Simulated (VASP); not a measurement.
# Sc2GaN3 in VASP: a series of runs

The runs below take Sc2GaN3 through single point, relaxation of cell and atoms, with PBE.

Program: VASP 6.6.1. These are calculated values, not measurements. Logs are shortened: lines on timing, memory, paths and dates and some standing lists are left out, and cuts for length are marked.

**1. The cell of the first run**

The typed cell holds 6 atoms: a = 5.461 Å, b = 5.461 Å, c = 3.029 Å, α = 90.00°, β = 90.00°, γ = 120.00°.

**2. Single point, PBE**

The input, INCAR:

```
PREC = Accurate
ENCUT = 520
EDIFF = 1E-6
ISMEAR = 0
SIGMA = 0.1
LREAL = F
LASPH = T
NELM = 80
ALGO = Normal
ISIF = 2
LWAVE = F
LCHARG = T
GGA = PE
LELF = T
LVHAR = T
NBANDS = 34
```

The input, KPOINTS:

```
regular mesh
0
Gamma
  6 6 4
```

The input, POSCAR:

```
Sc2GaN3
1.0
    5.4610235158      0.0000000000      0.0000000000
   -2.7305117579      4.7293850953      0.0000000000
    0.0000000000      0.0000000000      3.0292087165
Sc Ga N
2 1 3
Direct
    0.3333333333      0.6666666667      0.4046567846
    0.6666666667      0.3333333333      0.4046567846
    0.0000000000      0.0000000000      0.9048013161
    0.5000000000      0.0000000000      0.9046428349
    0.0000000000      0.5000000000      0.9046428349
    0.5000000000      0.5000000000      0.9046428349
```

Potentials or basis: VASP PAW PBE potentials, release 64 (Sc_sv, Ga_d, N).

Launch:

```
> cat potpaw_PBE.64/Sc_sv/POTCAR potpaw_PBE.64/Ga_d/POTCAR potpaw_PBE.64/N/POTCAR > POTCAR
> mpirun -np 1 vasp_std > vasp.out
```

OUTCAR:

```text
PREC = Accurate
   ENCUT = 520
   EDIFF = 1E-6
   ISMEAR = 0
   LREAL = F
   LASPH = T
   NELM = 80
   ISIF = 2
   GGA = PE

 ion  position               nearest neighbor table
   1  0.333  0.667  0.405-   4 2.19   5 2.19   6 2.19   4 2.19   5 2.19   6 2.19   2 3.15   2 3.15
                             2 3.15
   2  0.667  0.333  0.405-   4 2.19   5 2.19   6 2.19   4 2.19   5 2.19   6 2.19   1 3.15   1 3.15
                             1 3.15
   3  0.000  0.000  0.905-
   4  0.500  0.000  0.905-   1 2.19   2 2.19   1 2.19   2 2.19
   5  0.000  0.500  0.905-   1 2.19   2 2.19   1 2.19   2 2.19
   6  0.500  0.500  0.905-   1 2.19   2 2.19   1 2.19   2 2.19

  LATTYP: Found a hexagonal cell.
 ALAT       =     5.4610235158
 C/A-ratio  =     0.5546961495

  Lattice vectors:

 A1 = (   5.4610235158,   0.0000000000,   0.0000000000)
 A2 = (  -2.7305117579,   4.7293850953,   0.0000000000)
 A3 = (   0.0000000000,   0.0000000000,   3.0292087165)

Analysis of symmetry for initial positions (statically):
=====================================================================
 Subroutine PRICEL returns:
 Original cell was already a primitive cell.

 Routine SETGRP: Setting up the symmetry group for a
 hexagonal supercell.

 Subroutine GETGRP returns: Found 12 space group operations
 (whereof 12 operations were pure point group operations)
 out of a pool of 24 trial point group operations.

The static configuration has the point symmetry C_6v.

Analysis of symmetry for dynamics (positions and initial velocities):
=====================================================================
 Subroutine PRICEL returns:
 Original cell was already a primitive cell.

 Routine SETGRP: Setting up the symmetry group for a
 hexagonal supercell.

 Subroutine GETGRP returns: Found 12 space group operations
 (whereof 12 operations were pure point group operations)
 out of a pool of 24 trial point group operations.

The dynamic configuration has the point symmetry C_6v.

 Subroutine INISYM returns: Found 12 space group operations
 (whereof 12 operations are pure point group operations),
 and found     1 'primitive' translations

----------------------------------------------------------------------------------------

                                     Primitive cell

  volume of cell :      78.2362

  direct lattice vectors                    reciprocal lattice vectors
     5.461023516  0.000000000  0.000000000     0.183115857  0.105721989  0.000000000
    -2.730511758  4.729385095  0.000000000     0.000000000  0.211443978  0.000000000
     0.000000000  0.000000000  3.029208716     0.000000000  0.000000000  0.330119214

  length of vectors
     5.461023516  5.461023516  3.029208716     0.211443978  0.211443978  0.330119214

  position of ions in fractional coordinates (direct lattice)
     0.333333333  0.666666667  0.404656785
     0.666666667  0.333333333  0.404656785
     0.000000000  0.000000000  0.904801316
     0.500000000  0.000000000  0.904642835
     0.000000000  0.500000000  0.904642835
     0.500000000  0.500000000  0.904642835

  ion indices of the primitive-cell ions
   primitive index   ion index
                 1           1
                 2           2
                 3           3
                 4           4
                 5           5
                 6           6

----------------------------------------------------------------------------------------

 KPOINTS: regular mesh

Automatic generation of k-mesh.
 Grid dimensions read from file:
 generate k-points for:    6    6    4

 Generating k-lattice:

  Cartesian coordinates                     Fractional coordinates (reciprocal lattice)
     0.030519309  0.017620332  0.000000000     0.166666667  0.000000000  0.000000000
     0.000000000  0.035240663  0.000000000     0.000000000  0.166666667  0.000000000
     0.000000000  0.000000000  0.082529803     0.000000000  0.000000000  0.250000000

  Length of vectors
     0.035240663  0.035240663  0.082529803

  Shift w.r.t. Gamma in fractional coordinates (k-lattice)
     0.000000000  0.000000000  0.000000000

 Subroutine IBZKPT returns following result:
 ===========================================

 Found     21 irreducible k-points:

 Following reciprocal coordinates:
            Coordinates               Weight
  0.000000  0.000000  0.000000      1.000000
  0.166667  0.000000  0.000000      6.000000
  0.333333  0.000000  0.000000      6.000000
  0.500000  0.000000  0.000000      3.000000
  0.166667  0.166667  0.000000      6.000000
  0.333333  0.166667  0.000000     12.000000
[... 13 lines left out ...]
  0.333333  0.166667  0.500000     12.000000
  0.333333  0.333333  0.500000      2.000000
   k-points           NKPTS =     21   k-points in BZ     NKDIM =     21   number of bands    NBANDS=     34
   number of dos      NEDOS =    301   number of ions     NIONS =      6
   total plane-waves  NPLWV =  42336
   dimension x,y,z NGX =    42 NGY =   42 NGZ =   24
[... 30 lines left out ...]
   EFERMI_NEDOS =   21; number of points for ismear=-14 and -15
   IALGO  =     38    algorithm
   IMIX   =      4    mixing-type and parameters
     AMIX     =   0.40;   BMIX     =  1.00
     AMIX_MAG =   1.60;   BMIX_MAG =  1.00
  volume/ion in A,a.u.               =      13.04        87.99
  Fermi-wavevector in a.u.,A,eV,Ry     =   1.410140  2.664778 27.055109  1.988494
  Thomas-Fermi vector in A             =   2.532124
   LORBIT       =      0    0 simple, 1 ext, 2 COOP (PROOUT), +10 PAW based schemes
   GGA     = PE    functional components
   LHFCALC =     F    Hartree Fock is set to
   AEXX    =    0.0000 exact exchange contribution
   IVDW    =     0    specifies the selected vdW correction
   LEPSILON=     F    determine dielectric tensor
   LRPA    =     F    only Hartree local field effects (RPA)
 non-spin polarized calculation
 Gauss-broadening in eV      SIGMA  =   0.10
  energy-cutoff  :      520.00
  volume of cell :       78.24
 maximum number of plane-waves:      2130
 NGX is ok and might be reduce to    42
   NGX = 21   NGY = 21   NGZ = 11

 number of electron      50.0000007 magnetization

 Free energy of the ion-electron system (eV)
  ---------------------------------------------------
  ext. energy  EPLUGINS =         0.00000000
  ---------------------------------------------------
  free energy    TOTEN  =       -43.92101798 eV

  energy without entropy =      -43.89954273  energy(sigma->0) =      -43.91028035

 E-fermi :   4.2931     XC(G=0): -11.2005

 val. band max:        4.1089082772   @ k =   0.0000   0.0000   0.0000
 cond. band min:       4.2950803489   @ k =   0.1667   0.0000   0.0000
 fundamental gap:      0.1861720718
 Fermi energy:         4.2931280307

 k-point     1 :       0.0000    0.0000    0.0000
  band No.  band energies     occupation
      1     -43.2224      2.00000
      2     -43.1652      2.00000
      3     -22.1584      2.00000
      4     -22.1584      2.00000
      5     -21.8505      2.00000
      6     -21.8505      2.00000
[... 26 lines left out ...]
     33       9.8624      0.00000
     34      10.1593      0.00000

 k-point     2 :       0.1667    0.0000    0.0000
  band No.  band energies     occupation
      1     -43.2190      2.00000
      2     -43.1686      2.00000
      3     -22.1637      2.00000
      4     -22.1433      2.00000
      5     -21.8673      2.00000
      6     -21.8451      2.00000
[... 26 lines left out ...]
     33       9.7647      0.00000
     34       9.9453      0.00000

 k-point     3 :       0.3333    0.0000    0.0000
  band No.  band energies     occupation
      1     -43.2104      2.00000
      2     -43.1774      2.00000
      3     -22.1738      2.00000
      4     -22.1058      2.00000
      5     -21.9080      2.00000
      6     -21.8347      2.00000
[... 26 lines left out ...]
     33       9.8207      0.00000
     34       9.9896      0.00000
[... 593 lines left out ...]
 k-point    20 :       0.3333    0.1667    0.5000
  band No.  band energies     occupation
      1     -43.1444      2.00000
      2     -43.1267      2.00000
      3     -22.1872      2.00000
      4     -22.1197      2.00000
      5     -22.0425      2.00000
      6     -21.9480      2.00000
[... 26 lines left out ...]
     33      10.0478      0.00000
     34      10.3236      0.00000

 k-point    21 :       0.3333    0.3333    0.5000
  band No.  band energies     occupation
      1     -43.1356      2.00000
      2     -43.1356      2.00000
      3     -22.1535      2.00000
      4     -22.1535      2.00000
      5     -22.0475      2.00000
      6     -21.8988      2.00000
[... 26 lines left out ...]
     33      10.1104      0.00000
     34      10.3069      0.00000

------------------------ aborting loop because EDIFF is reached ----------------------------------------

  FORCE on cell =-STRESS in cart. coord.  units (eV):
  Direction    XX          YY          ZZ          XY          YZ          ZX
  --------------------------------------------------------------------------------------
  -------------------------------------------------------------------------------------
  Total        0.2311607      0.2311607      0.4441017      0.0000000     -0.0000000      0.0000000
  in kB        4.7338727      4.7338727      9.0946307      0.0000000     -0.0000000      0.0000000
  external PRESSURE =       6.1874587 kB  Pullay stress =       0.0000000 kB

 VOLUME and BASIS-vectors are now :
 -----------------------------------------------------------------------------
  energy-cutoff  :      520.00
  volume of cell :       78.24
      direct lattice vectors                 reciprocal lattice vectors
     5.461023516  0.000000000  0.000000000     0.183115857  0.105721989  0.000000000
    -2.730511758  4.729385095  0.000000000     0.000000000  0.211443978  0.000000000
     0.000000000  0.000000000  3.029208716     0.000000000  0.000000000  0.330119214

 POSITION                                       TOTAL-FORCE (eV/Angst)
 -----------------------------------------------------------------------------------
     -0.00000      3.15292      1.22579         0.000000     -0.000000     -0.000279
      2.73051      1.57646      1.22579        -0.000000      0.000000     -0.000279
      0.00000      0.00000      2.74083         0.000000      0.000000     -0.000737
      2.73051      0.00000      2.74035         0.000000     -0.000000      0.000432
     -1.36526      2.36469      2.74035         0.000000     -0.000000      0.000432
      1.36526      2.36469      2.74035         0.000000     -0.000000      0.000432
 -----------------------------------------------------------------------------------
    total drift:                               -0.000000     -0.000000     -0.000227

  FREE ENERGIE OF THE ION-ELECTRON SYSTEM (eV)
  ---------------------------------------------------
  free  energy   TOTEN  =       -43.9210179810 eV

  energy  without entropy=      -43.8995427254  energy(sigma->0) =      -43.91028035
```

It took 66 s on 1 thread of Oxide Virtual Turin-like, shared host; peak memory 0.19 GiB.

What came out:

```
Free energy            : -43.9210 eV
Pressure               : 0.6 GPa
Band gap on the k mesh : zero (band 25 reaches 4.61 eV, above the bottom of band 26 at 3.79 eV)
```

Levels at points of the mesh, in eV from the Fermi level:
| k point | band 21 | band 22 | band 23 | band 24 | band 25 | band 26 | band 27 | band 28 | band 29 | band 30 |
| --- | --- | --- | --- | --- | --- | --- | --- | --- | --- | --- |
| (0.00, 0.00, 0.00) | -1.55 | -1.55 | -0.18 | 0.31 | 0.31 | 0.38 | 2.06 | 4.14 | 4.14 | 4.89 |
| (0.50, 0.00, 0.00) | -1.58 | -1.27 | -1.21 | -0.71 | -0.56 | 0.37 | 1.38 | 4.14 | 4.41 | 4.81 |
| (0.00, 0.00, 0.50) | -2.43 | -2.43 | -1.92 | -0.20 | -0.20 | 0.55 | 0.78 | 2.72 | 2.72 | 5.71 |
| (0.50, 0.00, 0.50) | -2.35 | -2.14 | -2.08 | -1.78 | -0.99 | 0.43 | 1.32 | 3.53 | 4.61 | 5.12 |

Caveat: the k points lie up to 0.52 Å⁻¹ apart.

**3. Single point, PBE**

This run uses another cell than the first one, of 13.15 Å³/atom, 1.008 times its volume.

The input, INCAR:

```
SYSTEM = Sc2GaN3
PREC = Accurate
ENCUT = 520
EDIFF = 1E-6
ISMEAR = 0
SIGMA = 0.1
LREAL = .FALSE.
LASPH = .TRUE.
NELM = 60
ALGO = Normal
ISIF = 2
LWAVE = .FALSE.
LCHARG = .FALSE.
GGA = PE
NBANDS = 34
```

The input, KPOINTS:

```
Automatic mesh
0
G
  6 6 6
  0 0 0
```

The input, POSCAR:

```
Sc2GaN3
1.0
    5.4974852620      0.0000000000      0.0000000000
   -2.7487426310      4.7609618938      0.0000000000
    0.0000000000      0.0000000000      3.0134243446
Sc Ga N
2 1 3
Direct
    0.3333333333      0.6666666667      0.0000000000
    0.6666666667      0.3333333333      0.0000000000
    0.0000000000      0.0000000000      0.5000000000
    0.5000000000      0.0000000000      0.5000000000
    0.0000000000      0.5000000000      0.5000000000
    0.5000000000      0.5000000000      0.5000000000
```

Potentials or basis: VASP PAW PBE potentials, release 64 (Sc_sv, Ga_d, N).

Launch:

```
> cat potpaw_PBE.64/Sc_sv/POTCAR potpaw_PBE.64/Ga_d/POTCAR potpaw_PBE.64/N/POTCAR > POTCAR
> mpirun -np 1 vasp_std > vasp.out
```

Run time: 76 s. Hardware: 1 thread of Oxide Virtual Turin-like, shared host; peak memory 0.2 GiB.

Results (log left out):

| Property | Result |
| --- | --- |
| Free energy | -43.8296 eV |
| Pressure | 0.7 GPa |
| Band gap on the k mesh | zero (band 25 reaches 4.55 eV, above the bottom of band 26 at 3.77 eV) |

Stress tensor (GPa, compression positive):
```
0.51 0.00 0.00
0.00 0.51 0.00
0.00 0.00 1.02
```

Levels at points of the mesh, in eV from the Fermi level:
| k point | band 23 | band 24 | band 25 | band 26 | band 27 | band 28 |
| --- | --- | --- | --- | --- | --- | --- |
| (0.00, 0.00, 0.00) | 0.03 | 0.41 | 0.41 | 0.48 | 2.16 | 4.26 |
| (0.50, 0.00, 0.00) | -0.98 | -0.53 | -0.49 | 0.46 | 1.42 | 4.22 |
| (0.00, 0.00, 0.50) | -1.91 | -0.09 | -0.09 | 0.52 | 0.90 | 2.85 |
| (0.50, 0.00, 0.50) | -1.94 | -1.62 | -0.96 | 0.55 | 1.35 | 3.66 |

**4. Relaxation of cell and atoms, PBE**

The input, INCAR:

```
  PREC = Accurate
  ENCUT = 600
  EDIFF = 1E-7
  ISMEAR = 0
  SIGMA = 0.1
  LREAL = F
  LASPH = T
  NELM = 80
  ALGO = Normal
  ISIF = 3
  LWAVE = F
  LCHARG = F
  GGA = PE
  IBRION = 2
  NSW = 90
  EDIFFG = -0.04
```

The input, KPOINTS:

```
Automatic mesh
0
Gamma
  6 6 6
```

POSCAR, as its differences from that of step 3:

```diff
@@ -2,5 +2,5 @@
 1.0
-    5.4974852620      0.0000000000      0.0000000000
-   -2.7487426310      4.7609618938      0.0000000000
-    0.0000000000      0.0000000000      3.0134243446
+    5.4610235158      0.0000000000      0.0000000000
+   -2.7305117579      4.7293850953      0.0000000000
+    0.0000000000      0.0000000000      3.0292087165
 Sc Ga N
```

Launch:

```
> cat potpaw_PBE.64/Sc_sv/POTCAR potpaw_PBE.64/Ga_d/POTCAR potpaw_PBE.64/N/POTCAR > POTCAR
> mpirun -np 1 vasp_std > vasp.out
```

Wall time 5.1 min (1 thread of Oxide Virtual Turin-like, shared host); peak memory 0.25 GiB.

The run converged. Its results:

| Quantity | Value |
| --- | --- |
| Free energy | -43.8342 eV |
| Relaxed volume | 13.20 Å³/atom |
| Relaxed cell | a = 5.504 Å, b = 5.504 Å, c = 3.017 Å, α = 90.00°, β = 90.00°, γ = 120.00° |
| Space group after relaxing (to 0.05 Å) | P6/mmm (No. 191) |
| Energy gained by relaxing | 1.1 meV/atom |
| Ionic steps | 4 |
| Pressure after relaxing | 0.1 GPa |
| Band gap on the k mesh | zero (band 25 reaches 4.52 eV, above the bottom of band 26 at 3.75 eV) |

Stress tensor (GPa, compression positive):
```
0.04 0.00 0.00
0.00 0.04 0.00
0.00 0.00 0.28
```

The path:
```
step  energy change (eV)  largest force (eV/Å)  pressure (GPa)  volume (Å³)
   1              0.0000                0.0000            1.20        78.24
   2             -0.0061                0.0000           -0.37        79.35
   3             -0.0061                0.0000           -0.32        79.32
   4             -0.0067                0.0000            0.12        79.17
```

Final structure:
```
Sc Ga N
1.0
     5.50428    0.00000    0.00000
    -2.75214    4.76684    0.00000
     0.00000    0.00000    3.01744
Sc Ga N
2 1 3
Direct
  0.33333 0.66667 0.00000
  0.66667 0.33333 0.00000
  0.00000 0.00000 0.50000
  0.50000 0.00000 0.50000
  0.00000 0.50000 0.50000
  0.50000 0.50000 0.50000
```

Levels at points of the mesh, in eV from the Fermi level:
| k point | band 21 | band 22 | band 23 | band 24 | band 25 | band 26 | band 27 | band 28 | band 29 | band 30 |
| --- | --- | --- | --- | --- | --- | --- | --- | --- | --- | --- |
| (0.00, 0.00, 0.00) | -1.32 | -1.32 | 0.03 | 0.41 | 0.41 | 0.48 | 2.16 | 4.24 | 4.24 | 5.03 |
| (0.50, 0.00, 0.00) | -1.34 | -1.14 | -0.98 | -0.53 | -0.49 | 0.46 | 1.42 | 4.21 | 4.47 | 4.83 |
| (0.00, 0.00, 0.50) | -2.31 | -2.29 | -1.92 | -0.09 | -0.09 | 0.52 | 0.90 | 2.85 | 2.85 | 5.90 |
| (0.50, 0.00, 0.50) | -2.21 | -1.98 | -1.93 | -1.61 | -0.95 | 0.55 | 1.34 | 3.66 | 4.70 | 5.17 |

**5. Single point, PBE**

This run uses another cell than the first one, of 13.09 Å³/atom, 1.004 times its volume.

The input, INCAR:

```
ALGO = Normal
EDIFF = 1E-7
ENCUT = 520
GGA = PE
ISIF = 2
ISMEAR = 0
LASPH = T
LCHARG = F
LREAL = F
LWAVE = F
NBANDS = 34
NELM = 100
PREC = Accurate
SIGMA = 0.1
```

The input, KPOINTS:

```
k-points
0
Gamma
  12 12 12
```

POSCAR, as its differences from that of step 4:

```diff
@@ -2,5 +2,5 @@
 1.0
-    5.4610235158      0.0000000000      0.0000000000
-   -2.7305117579      4.7293850953      0.0000000000
-    0.0000000000      0.0000000000      3.0292087165
+    5.4743230351      0.0000000000      0.0000000000
+   -2.7371615176      4.7409028169      0.0000000000
+    0.0000000000      0.0000000000      3.0264590997
 Sc Ga N
```

Launch:

```
> cat potpaw_PBE.64/Sc_sv/POTCAR potpaw_PBE.64/Ga_d/POTCAR potpaw_PBE.64/N/POTCAR > POTCAR
> mpirun -np 1 vasp_std > vasp.out
```

It took 7 min on 1 thread of Oxide Virtual Turin-like, shared host; peak memory 0.4 GiB.

Results (log left out):

| Item | Value |
| --- | --- |
| Free energy | -43.8308 eV |
| Pressure | 0.6 GPa |
| Band gap on the k mesh | zero (band 25 reaches 4.58 eV, above the bottom of band 26 at 3.65 eV) |

Stress tensor (GPa, compression positive):
```
0.50 0.00 0.00
0.00 0.50 0.00
0.00 0.00 0.90
```

Levels at points of the mesh, in eV from the Fermi level:
```
           k point  band 22  band 23  band 24  band 25  band 26  band 27  band 28  band 29
(0.00, 0.00, 0.00)    -1.46    -0.10     0.36     0.36     0.44     2.10     4.17     4.17
(0.50, 0.00, 0.00)    -1.20    -1.12    -0.62    -0.53     0.42     1.41     4.17     4.43
(0.00, 0.00, 0.50)    -2.38    -1.91    -0.14    -0.14     0.56     0.85     2.77     2.77
(0.50, 0.00, 0.50)    -2.07    -2.02    -1.70    -0.96     0.50     1.35     3.58     4.64
```

**6. Overview**

| task | cell | k mesh | cutoff (eV) | gap on the mesh (eV) | pressure (GPa) |
| --- | --- | --- | --- | --- | --- |
| single point | a = 5.461, b = 5.461, c = 3.029 Å, angles 90.0, 90.0, 120.0°, 6 atoms | 6 × 6 × 4 | 520 | none | 0.6 |
| single point | a = 5.497, b = 5.497, c = 3.013 Å, angles 90.0, 90.0, 120.0°, 6 atoms | 6 × 6 × 6 | 520 | none | 0.7 |
| relaxation of cell and atoms | relaxed from a = 5.461, b = 5.461, c = 3.029 Å, angles 90.0, 90.0, 120.0°, 6 atoms | 6 × 6 × 6 | 600 | none | 0.1 |
| single point | a = 5.474, b = 5.474, c = 3.026 Å, angles 90.0, 90.0, 120.0°, 6 atoms | 12 × 12 × 12 | 520 | none | 0.6 |

Alike in all rows: level PBE; potentials or basis VASP PAW PBE potentials, release 64 (Sc_sv, Ga_d, N); no spin polarisation; smearing gaussian 0.1 eV.

Caveats: some runs use coarse meshes.

Total energies depend on the potentials used, so only differences within one code and one set of settings carry meaning.
